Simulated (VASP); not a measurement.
Write the native input for VASP 6.6.1 that does the following.

- Task: single point
- Functional: PBE
- Potentials or basis: VASP PAW PBE potentials, release 64 (W_sv)
- Cutoff: 520 eV
- k mesh: 20 × 20 × 20
- Occupations: gaussian, width 0.15 eV
- Spin: no spin polarisation
- Dipole correction: no
- Further INCAR settings: ALGO = Fast; EDIFF = 1e-06; NBANDS = 13

The structure of W lies in POSCAR:

```
W
1.0
   -1.5652656968      1.6396050724      1.6396050724
    1.6396050724     -1.5652656968      1.6396050724
    1.6396050724      1.6396050724     -1.5652656968
W
1
Direct
    0.0000000000      0.0000000000      0.0000000000
```

The input as run:

INCAR

```
SYSTEM = W
PREC     = Accurate       ! precision mode
ENCUT    = 520            ! plane-wave cutoff, eV
EDIFF    = 1E-6           ! SCF threshold, eV
ISMEAR   = 0              ! smearing method
SIGMA    = 0.15           ! smearing width, eV
LREAL    = .FALSE.        ! projectors in reciprocal space
LASPH    = .TRUE.         ! aspherical terms in the spheres
NELM     = 100            ! most SCF steps
ALGO     = Fast           ! electronic algorithm
ISIF     = 2              ! what is computed and relaxed
LWAVE    = .FALSE.        ! write WAVECAR
LCHARG   = .TRUE.         ! write CHGCAR
GGA      = PE             ! functional
LELF     = .TRUE.         ! ELF
LVHAR    = .TRUE.       
NBANDS   = 13             ! bands
```

KPOINTS

```
regular mesh
0
G
  20 20 20
  0 0 0
```

Potentials or basis: VASP PAW PBE potentials, release 64 (W_sv).

Run with:

```bash
$ cat potpaw_PBE.64/W_sv/POTCAR > POTCAR
$ mpirun -np 1 vasp_std > vasp.out
```

It gave:

```json
{
  "Pressure": "-20.8 GPa",
  "Band gap on the k mesh": "zero (bands 7 and 8 overlap by 4.34 eV)"
}
```

Caveat: the cell stands under tension; spin-orbit coupling is left out, which moves the levels of the heavy elements.

Wall time 3.9 min on 1 thread of Intel Xeon 8259CL, with other jobs on the host, peak memory 0.28 GiB.
